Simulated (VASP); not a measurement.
# AlNi (Cmmm) in VASP: further runs, part 2 of 2

VASP 6.6.1. The steps go on from the part before.

## (4) Single point, PBEsol (strain +0.0350 x Voigt [0, 0, 0, 0, 1, 0])

Contents of INCAR:

```
ALGO     = Fast           # electronic algorithm
EDIFF    = 1E-6           # SCF threshold, eV
ENCUT    = 520            # plane-wave cutoff, eV
GGA      = PS             # functional
ISIF     = 2              # what is computed and relaxed
ISMEAR   = 0              # smearing method
LASPH    = True           # aspherical terms in the spheres
LCHARG   = False          # write CHGCAR
LREAL    = False          # projectors in reciprocal space
LWAVE    = False          # write WAVECAR
NBANDS   = 14             # bands
NELM     = 80             # most SCF steps
PREC     = Accurate       # precision mode
SIGMA    = 0.15           # smearing width, eV
```

Contents of KPOINTS:

```
k-points
0
Gamma
  20 20 20
```

Contents of POSCAR:

```
AlNi
1.0
    2.8621655516      0.0000000000      0.0500878972
    0.0000000000      2.8621655516      0.0000000000
    0.0500878972      0.0000000000      2.8621655516
Al Ni
1 1
Direct
    0.0000000000      0.0000000000      0.0000000000
    0.5000000000      0.5000000000      0.5000000000
```

Potentials or basis: VASP PAW PBE potentials, release 64 (Al, Ni).

Started as:

```sh
$ cat potpaw_PBE.64/Al/POTCAR potpaw_PBE.64/Ni/POTCAR > POTCAR
$ mpirun -np 1 vasp_std > vasp.out
```

OUTCAR:

```text
EDIFF = 1E-6
   ENCUT = 520
   GGA = PS
   ISIF = 2
   ISMEAR = 0
   LASPH = True
   LREAL = False
   NELM = 80
   PREC = Accurate

 ion  position               nearest neighbor table
   1  0.000  0.000  0.000-   2 2.45   2 2.45   2 2.45   2 2.45   2 2.51   2 2.51   2 2.51   2 2.51

   2  0.500  0.500  0.500-   1 2.45   1 2.45   1 2.45   1 2.45   1 2.51   1 2.51   1 2.51   1 2.51

  LATTYP: Found a base centered orthorhombic cell.
 ALAT       =     3.9768783573
 B/A-ratio  =     1.0356234097
[... 601 lines left out ...]
------------------------ aborting loop because EDIFF is reached ----------------------------------------

  FORCE on cell =-STRESS in cart. coord.  units (eV):
  Direction    XX          YY          ZZ          XY          YZ          ZX
  --------------------------------------------------------------------------------------
  -------------------------------------------------------------------------------------
  Total        0.0129735      0.0268250      0.0129735      0.0000000      0.0000000     -0.6505984
  in kB        0.8867845      1.8335749      0.8867845      0.0000000      0.0000000    -44.4705374
  external PRESSURE =       1.2023813 kB  Pullay stress =       0.0000000 kB

 VOLUME and BASIS-vectors are now :
 -----------------------------------------------------------------------------
  energy-cutoff  :      520.00
  volume of cell :       23.44
      direct lattice vectors                 reciprocal lattice vectors
     2.862165552  0.000000000  0.050087897     0.349492832  0.000000000 -0.006116125
     0.000000000  2.862165552  0.000000000     0.000000000  0.349385800  0.000000000
     0.050087897  0.000000000  2.862165552    -0.006116125  0.000000000  0.349492832

 POSITION                                       TOTAL-FORCE (eV/Angst)
 -----------------------------------------------------------------------------------
      0.00000      0.00000      0.00000        -0.000000      0.000000      0.000000
      1.45613      1.43108      1.45613         0.000000      0.000000     -0.000000
 -----------------------------------------------------------------------------------
    total drift:                                0.000000      0.000000     -0.000000

  FREE ENERGIE OF THE ION-ELECTRON SYSTEM (eV)
  ---------------------------------------------------
  free  energy   TOTEN  =       -11.5791874195 eV

  energy  without entropy=      -11.5696190570  energy(sigma->0) =      -11.57440324
```

stdout:

```text
POSCAR found type information on POSCAR AlNi
 POSCAR found :  2 types and       2 ions
 scaLAPACK will be used
 -----------------------------------------------------------------------------
|                                                                             |
|                                                                             |
|     You enforced a specific xc type in the INCAR file but a different       |
|     I HOPE YOU KNOW WHAT YOU ARE DOING!                                     |
|                                                                             |
 -----------------------------------------------------------------------------

 LDA part: xc-table for (Slater+PW92), standard interpolation
 POSCAR, INCAR and KPOINTS ok, starting setup
 FFT: planning ... GRIDC
 FFT: planning ... GRID_SOFT
 FFT: planning ... GRID
 WAVECAR not read
 entering main loop
WARNING in EDDRMM: call to ZHEGV failed, returncode =   8  4     13
WARNING in EDDRMM: call to ZHEGV failed, returncode =   6  3     13
WARNING in EDDRMM: call to ZHEGV failed, returncode =   8  4     14
WARNING in EDDRMM: call to ZHEGV failed, returncode =   6  3     13
WARNING in EDDRMM: call to ZHEGV failed, returncode =   6  3     14
```

It took 4.2 min on 1 thread of Intel Xeon Platinum 8259CL at 2.50GHz (Skylake/Cascade Lake), shared host; peak memory 0.5 GiB.

Results:

```yaml
Free_energy: -11.5792 eV
Pressure: 0.1 GPa
Band_gap_on_the_k_mesh: zero (an odd number of electrons rules out a gap without spin polarisation)
```

Levels at points of the mesh, in eV from the Fermi level:
```
           k point  band 5  band 6  band 7  band 8  band 9  band 10
(0.00, 0.00, 0.00)   -1.59   -1.54    5.48    5.58    5.71     8.22
(0.50, 0.00, 0.00)   -2.30   -1.49   -0.66    8.25   10.09    10.14
(0.00, 0.50, 0.00)   -2.24   -1.50   -0.66    8.34    9.99    10.21
(0.50, 0.50, 0.00)   -2.14   -2.13   -1.04    1.50    2.60    12.39
(0.50, 0.00, 0.50)   -2.16   -2.11   -1.04    1.45    2.66    12.48
(0.50, 0.50, 0.50)   -1.01    1.73    1.90    2.22    3.98     4.36
```

Caveat: the cell differs from its parent crystal (strain +0.0350 x Voigt [0, 0, 0, 0, 1, 0]); the PAW data sets were made with another functional, which shifts forces and pressure a little. Spin polarisation is off, so any magnetic state and its effect on volume and gap are missing.

## (5) Overview

| cell | further INCAR settings | gap on the mesh (eV) | pressure (GPa) |
| --- | --- | --- | --- |
| a = 2.862 Å, angles 90.0, 91.1, 90.0°, 2 atoms | ALGO = Fast; EDIFF = 1e-07; NBANDS = 14 | none | 0.2 |
| a = 2.862 Å, angles 90.0, 89.4, 90.0°, 2 atoms | ALGO = Fast; EDIFF = 1e-06; NBANDS = 14 | none | -0.1 |
| a = 2.863 Å, angles 90.0, 88.0, 90.0°, 2 atoms | ALGO = Fast; EDIFF = 1e-06; NBANDS = 14 | none | 0.1 |

Alike in all rows: task single point; level PBEsol; potentials or basis VASP PAW PBE potentials, release 64 (Al, Ni); no spin polarisation; k mesh 20 × 20 × 20; cutoff (eV) 520; smearing gaussian 0.15 eV.

Caveats: the PAW data sets were made with another functional, which shifts forces and pressure a little.

Absolute energies hang on the potentials; compare differences alone.
